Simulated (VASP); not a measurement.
# In (P6_3/mmc) in VASP: settings compared

In is run at these levels: PBE+D3(BJ), PBE+D4; tasks: relaxation of cell and atoms.

Program: VASP 6.6.1. These are calculated values, not measurements. Logs are shortened: lines on timing, memory, paths and dates and some standing lists are left out, and cuts for length are marked.

**1. The cell of the first run**

Symmetry: P6_3/mmc, No. 194, hexagonal system. The conventional cell has a = 3.335 Å, b = 3.335 Å, c = 5.509 Å, α = 90.00°, β = 90.00°, γ = 120.00°. Within 4.4 Å of In (site symmetry -6m2) lie 12 In at 3.34 to 3.36 Å.

**2. Relaxation of cell and atoms, PBE+D3(BJ)**

Contents of INCAR:

```
SYSTEM = In
ALGO = Fast ; EDIFF = 1E-6
EDIFFG = -0.01 ; ENCUT = 600
GGA = PE ; IBRION = 2
ISIF = 3 ; ISMEAR = -1
IVDW = 12 ; LASPH = .True.
LCHARG = .False. ; LREAL = .False.
LWAVE = .False. ; NELM = 100
NSW = 60 ; PREC = Accurate
SIGMA = 0.05
```

Contents of KPOINTS:

```
k-points
0
Gamma
  9 9 5
  0 0 0
```

Contents of POSCAR:

```
In
1.0
    3.3354847820      0.0000000000      0.0000000000
   -1.6677423910      2.8886145552      0.0000000000
    0.0000000000      0.0000000000      5.5091429200
In
2
Direct
    0.6666666667      0.3333333333      0.7500000000
    0.3333333333      0.6666666667      0.2500000000
```

Potentials or basis: VASP PAW PBE potentials, release 64 (In_d).

Command:

```sh
$ cat potpaw_PBE.64/In_d/POTCAR > POTCAR
$ mpirun -np 1 vasp_std > vasp.out
```

OUTCAR:

```text
SYSTEM = In
   EDIFF = 1E-6
   EDIFFG = -0.01
   ENCUT = 600
   GGA = PE
   IBRION = 2
   ISIF = 3
   ISMEAR = -1
   IVDW = 12
   LASPH = .True.
   LREAL = .False.
   NELM = 100
   NSW = 60
   PREC = Accurate
 IVDW          = 12

 ion  position               nearest neighbor table
   1  0.667  0.333  0.750-   2 3.36   2 3.36   2 3.36   2 3.36   2 3.36   2 3.36
   2  0.333  0.667  0.250-   1 3.36   1 3.36   1 3.36   1 3.36   1 3.36   1 3.36

  LATTYP: Found a hexagonal cell.
 ALAT       =     3.3354847820
 C/A-ratio  =     1.6516768266

  Lattice vectors:

 A1 = (   3.3354847820,   0.0000000000,   0.0000000000)
 A2 = (  -1.6677423910,   2.8886145552,   0.0000000000)
 A3 = (   0.0000000000,   0.0000000000,   5.5091429200)

Analysis of symmetry for initial positions (statically):
=====================================================================
 Subroutine PRICEL returns:
 Original cell was already a primitive cell.

 Routine SETGRP: Setting up the symmetry group for a
 hexagonal supercell.

 Subroutine GETGRP returns: Found 24 space group operations
 (whereof 12 operations were pure point group operations)
 out of a pool of 24 trial point group operations.

The static configuration has the point symmetry D_3d.
 The point group associated with its full space group is D_6h.

Analysis of symmetry for dynamics (positions and initial velocities):
=====================================================================
 Subroutine PRICEL returns:
 Original cell was already a primitive cell.

 Routine SETGRP: Setting up the symmetry group for a
 hexagonal supercell.

 Subroutine GETGRP returns: Found 24 space group operations
 (whereof 12 operations were pure point group operations)
 out of a pool of 24 trial point group operations.

The dynamic configuration has the point symmetry D_3d.
 The point group associated with its full space group is D_6h.

 Subroutine INISYM returns: Found 24 space group operations
 (whereof 12 operations are pure point group operations),
 and found     1 'primitive' translations

----------------------------------------------------------------------------------------

                                     Primitive cell

  volume of cell :      53.0802

  direct lattice vectors                    reciprocal lattice vectors
     3.335484782  0.000000000  0.000000000     0.299806495  0.173093360  0.000000000
    -1.667742391  2.888614555  0.000000000     0.000000000  0.346186721  0.000000000
     0.000000000  0.000000000  5.509142920     0.000000000  0.000000000  0.181516438

  length of vectors
     3.335484782  3.335484782  5.509142920     0.346186721  0.346186721  0.181516438

  position of ions in fractional coordinates (direct lattice)
     0.666666667  0.333333333  0.750000000
     0.333333333  0.666666667  0.250000000

  ion indices of the primitive-cell ions
   primitive index   ion index
                 1           1
                 2           2

----------------------------------------------------------------------------------------

 KPOINTS: k-points

Automatic generation of k-mesh.
 Grid dimensions read from file:
 generate k-points for:    9    9    5

 Generating k-lattice:

  Cartesian coordinates                     Fractional coordinates (reciprocal lattice)
     0.033311833  0.019232596  0.000000000     0.111111111  0.000000000  0.000000000
     0.000000000  0.038465191  0.000000000     0.000000000  0.111111111  0.000000000
     0.000000000  0.000000000  0.036303288     0.000000000  0.000000000  0.200000000

  Length of vectors
     0.038465191  0.038465191  0.036303288

  Shift w.r.t. Gamma in fractional coordinates (k-lattice)
     0.000000000  0.000000000  0.000000000

 Subroutine IBZKPT returns following result:
 ===========================================

 Found     36 irreducible k-points:

 Following reciprocal coordinates:
            Coordinates               Weight
  0.000000  0.000000  0.000000      1.000000
  0.111111  0.000000  0.000000      6.000000
  0.222222  0.000000  0.000000      6.000000
  0.333333  0.000000  0.000000      6.000000
  0.444444  0.000000  0.000000      6.000000
  0.111111  0.111111  0.000000      6.000000
[... 16 lines left out ...]
  0.333333  0.222222  0.200000     24.000000
  0.333333  0.333333  0.200000      4.000000
 [... further k-points ...]
   k-points           NKPTS =     36   k-points in BZ     NKDIM =     36   number of bands    NBANDS=     17
   number of dos      NEDOS =    301   number of ions     NIONS =      2
   total plane-waves  NPLWV =  37632
   dimension x,y,z NGX =    28 NGY =   28 NGZ =   48
   dimension x,y,z NGXF=    56 NGYF=   56 NGZF=   96
   ions per type =               2
   NGX,Y,Z   is equivalent  to a cutoff of  13.96, 13.96, 14.48 a.u.
   NGXF,Y,Z  is equivalent  to a cutoff of  27.91, 27.91, 28.97 a.u.
 SYSTEM =  In
   PREC   = accura    normal or accurate (medium, high low for compatibility)
   ISTART =      0    job   : 0-new  1-cont  2-samecut
   ICHARG =      2    charge: 1-file 2-atom 10-const
   ISPIN  =      1    spin polarized calculation?
   LNONCOLLINEAR =      F non collinear calculations
   LSORBIT =      F    spin-orbit coupling
   LASPH  =      T    aspherical Exc in radial PAW
   ENCUT  =  600.0 eV  44.10 Ry    6.64 a.u.   6.66  6.66 11.00*2*pi/ulx,y,z
   NELM   =    100;   NELMIN=  2; NELMDL= -5     # of ELM steps
   EDIFF  = 0.1E-05   stopping-criterion for ELM
   LREAL  =      F    real-space projection
   EDIFFG = -.1E-01   stopping-criterion for IOM
   NSW    =     60    number of steps for IOM
   IBRION =      2    ionic relax: 0-MD 1-quasi-New 2-CG
   NFREE  =      1    steps in history (QN), initial steepest desc. (CG)
   ISIF   =      3    stress and relaxation
   ISYM   =      2    0-nonsym 1-usesym 2-fastsym
   POTIM  = 0.5000    time-step for ionic-motion
   TEBEG  =    0.0;   TEEND  =   0.0 temperature during run
   PSTRESS=    0.0 pullay stress
   NELECT =      26.0000    total number of electrons
   NUPDOWN=      -1.0000    fix difference up-down
   EMIN   =  10.00;   EMAX   =-10.00  energy-range for DOS
   EFERMI =   0.00;   METHOD = LEGACY
   ISMEAR =    -1;   SIGMA  =   0.05  broadening in eV -4-tet -1-fermi 0-gaus
   EFERMI_NEDOS =   21; number of points for ismear=-14 and -15
   IALGO  =     68    algorithm
   IMIX   =      4    mixing-type and parameters
     AMIX     =   0.40;   BMIX     =  1.00
     AMIX_MAG =   1.60;   BMIX_MAG =  1.00
  volume/ion in A,a.u.               =      26.54       179.10
  Fermi-wavevector in a.u.,A,eV,Ry     =   1.290491  2.438675 22.658704  1.665368
  Thomas-Fermi vector in A             =   2.422320
   LORBIT       =      0    0 simple, 1 ext, 2 COOP (PROOUT), +10 PAW based schemes
   GGA     = PE    functional components
   LHFCALC =     F    Hartree Fock is set to
   AEXX    =    0.0000 exact exchange contribution
   IVDW    =    12    specifies the selected vdW correction
   LEPSILON=     F    determine dielectric tensor
   LRPA    =     F    only Hartree local field effects (RPA)
 conjugate gradient relaxation of ions
 non-spin polarized calculation
 RMM-DIIS sequential band-by-band and
  energy-cutoff  :      600.00
  volume of cell :       53.08
 maximum number of plane-waves:      1789
 NGX is ok and might be reduce to    28
   NGX = 13   NGY = 13   NGZ = 23

--------------------------------------- Ionic step        1  -------------------------------------------

 number of electron      25.9999998 magnetization

 Free energy of the ion-electron system (eV)
  ---------------------------------------------------
  ext. energy  EPLUGINS =         0.00000000
  ---------------------------------------------------
  free energy    TOTEN  =        -5.08130234 eV

  energy without entropy =       -5.06765489  energy(sigma->0) =       -5.07447862

------------------------ aborting loop because EDIFF is reached ----------------------------------------

 Edisp (eV)   -0.66634

 E8    (eV) :    -0.3326

  FORCE on cell =-STRESS in cart. coord.  units (eV):
  Direction    XX          YY          ZZ          XY          YZ          ZX
  --------------------------------------------------------------------------------------
  -------------------------------------------------------------------------------------
  Total      -0.16749    -0.16749    -0.27711     0.00000    -0.00000     0.00000
  in kB      -5.05547    -5.05547    -8.36416     0.00000    -0.00000     0.00000
  external pressure =       -6.16 kB  Pullay stress =        0.00 kB
[... 221 lines left out ...]
  energy  without entropy=       -5.7399929621  energy(sigma->0) =       -5.74478309

--------------------------------------- Ionic step        7  -------------------------------------------

 number of electron      26.0000002 magnetization

 Free energy of the ion-electron system (eV)
  ---------------------------------------------------
  ext. energy  EPLUGINS =         0.00000000
  ---------------------------------------------------
  free energy    TOTEN  =        -5.07155771 eV

  energy without entropy =       -5.06132555  energy(sigma->0) =       -5.06644163

 E-fermi :   7.6038     XC(G=0): -10.2689

 val. band max:        7.5463905769   @ k =   0.3333   0.2222   0.2000
 cond. band min:       7.6740561704   @ k =   0.3333   0.1111   0.4000
 fundamental gap:      0.1276655935
 Fermi energy:         7.6037769508

 k-point     1 :       0.0000    0.0000    0.0000
  band No.  band energies     occupation
      1      -7.1537      2.00000
      2      -7.0857      2.00000
      3      -7.0643      2.00000
      4      -7.0643      2.00000
      5      -7.0351      2.00000
      6      -7.0351      2.00000
[... 9 lines left out ...]
     16      17.7718      0.00000
     17      17.7719      0.00000
[... 443 lines left out ...]
      1      -7.1694      2.00000
      2      -7.0898      2.00000
      3      -7.0898      2.00000
      4      -6.9663      2.00000
      5      -6.9663      2.00000
      6      -6.9653      2.00000
[... 9 lines left out ...]
     16       9.0458      0.00000
     17      12.2321      0.00000

 [... further k-points ...]

------------------------ aborting loop because EDIFF is reached ----------------------------------------

 Edisp (eV)   -0.67814

 E8    (eV) :    -0.3385

  FORCE on cell =-STRESS in cart. coord.  units (eV):
  Direction    XX          YY          ZZ          XY          YZ          ZX
  --------------------------------------------------------------------------------------
  -------------------------------------------------------------------------------------
  Total       0.01630     0.01630     0.01439     0.00000    -0.00000     0.00000
  in kB       0.50042     0.50042     0.44185     0.00000    -0.00000     0.00000
  external pressure =        0.48 kB  Pullay stress =        0.00 kB
[... 17 lines left out ...]
  FREE ENERGIE OF THE ION-ELECTRON SYSTEM (eV)
  ---------------------------------------------------
  free  energy   TOTEN  =        -5.7497022451 eV

  energy  without entropy=       -5.7394700880  energy(sigma->0) =       -5.74458617

 reached required accuracy - stopping structural energy minimisation
```

Run time: 94 s. Hardware: 1 thread of Intel Xeon 6975P-C (Granite Rapids), shared host; peak memory 0.21 GiB.

Results:

```yaml
Free_energy: -5.7497 eV
Relaxed_volume: 26.09 Å³/atom
Relaxed_cell: a = 3.329 Å, b = 3.329 Å, c = 5.438 Å, α = 90.00°, β = 90.00°, γ = 120.00°
Space_group_after_relaxing_to_0.05_Å: P6_3/mmc (No. 194)
Energy_gained_by_relaxing: 1.0 meV/atom
Ionic_steps: 7
Pressure_after_relaxing: 0.0 GPa
Band_gap_on_the_k_mesh: zero (band 13 reaches 9.85 eV, above the bottom of band 14 at 5.67 eV)
Dispersion_energy_per_atom: -0.339 eV
```

The path:
```csv
step,energy change (eV),largest force (eV/Å),pressure (GPa),volume (Å³)
1,0.0000,0.0000,-0.62,53.08
2,-0.0016,0.0000,-0.04,52.30
3,-0.0016,0.0000,0.13,52.18
4,-0.0016,0.0000,0.06,52.23
5,-0.0019,0.0000,0.05,52.21
6,-0.0019,0.0000,0.07,52.15
7,-0.0021,0.0000,0.05,52.18
```

Final structure:
```yaml
crystal:
  lattice:
    - [3.32876, 0.00000, 0.00000]
    - [-1.66438, 2.88279, 0.00000]
    - [0.00000, 0.00000, 5.43762]
  atoms:
    - { symbol: In, position: [0.66667, 0.33333, 0.75000] }
    - { symbol: In, position: [0.33333, 0.66667, 0.25000] }
```

Caveat: spin-orbit coupling is left out, which moves the levels of the heavy elements; pairwise dispersion overbinds metals, which lowers pressure and volume.

**3. Relaxation of cell and atoms, PBE+D4**

Contents of INCAR:

```
SYSTEM = In
PREC = Accurate
ENCUT = 600
EDIFF = 1E-6
ISMEAR = -1
SIGMA = 0.05
LREAL = .False.
LASPH = .True.
NELM = 100
ALGO = Normal
ISIF = 3
LWAVE = .False.
LCHARG = .False.
GGA = PE
IVDW = 13
IBRION = 2
NSW = 60
EDIFFG = -0.01
```

Contents of KPOINTS:

```
Automatic mesh
0
Gamma
  9 9 5
  0 0 0
```

POSCAR is that of step 2.

Potentials or basis: VASP PAW PBE potentials, release 64 (In_d).

Command:

```sh
$ cat potpaw_PBE.64/In_d/POTCAR > POTCAR
$ mpirun -np 1 vasp_std > vasp.out
```

Run time: 78 s. Hardware: 1 thread of Intel Xeon 6975P-C (Granite Rapids), shared host; peak memory 0.2 GiB.

Results (log left out):

| Quantity | Value |
| --- | --- |
| Free energy | -5.7883 eV |
| Relaxed volume | 26.10 Å³/atom |
| Relaxed cell | a = 3.329 Å, b = 3.329 Å, c = 5.438 Å, α = 90.00°, β = 90.00°, γ = 120.00° |
| Space group after relaxing (to 0.05 Å) | P6_3/mmc (No. 194) |
| Energy gained by relaxing | 1.0 meV/atom |
| Ionic steps | 7 |
| Pressure after relaxing | 0.0 GPa |
| Band gap on the k mesh | zero (band 13 reaches 9.85 eV, above the bottom of band 14 at 5.66 eV) |
| Dispersion energy per atom | -0.358 eV |

Step by step:
| step | energy change (eV) | largest force (eV/Å) | pressure (GPa) | volume (Å³) |
| --- | --- | --- | --- | --- |
| 1 | 0.0000 | 0.0000 | -0.56 | 53.08 |
| 2 | -0.0015 | 0.0000 | -0.02 | 52.37 |
| 3 | -0.0015 | 0.0000 | 0.06 | 52.25 |
| 4 | -0.0019 | 0.0000 | 0.10 | 52.22 |
| 5 | -0.0020 | 0.0000 | 0.09 | 52.20 |
| 6 | -0.0018 | 0.0000 | 0.08 | 52.17 |
| 7 | -0.0020 | 0.0000 | 0.05 | 52.20 |

Final structure:
```
In
1.0
     3.32907    0.00000    0.00000
    -1.66453    2.88306    0.00000
     0.00000    0.00000    5.43838
In
2
Direct
  0.66667 0.33333 0.75000
  0.33333 0.66667 0.25000
```

Levels at points of the mesh, in eV from the Fermi level:
```
           k point  band 10  band 11  band 12  band 13  band 14  band 15  band 16  band 17
(0.00, 0.00, 0.00)   -14.38    -9.61    -4.38    -3.44     8.31     8.31    10.17    10.17
```

Caveat: spin-orbit coupling is left out, which moves the levels of the heavy elements; pairwise dispersion overbinds metals, which lowers pressure and volume.
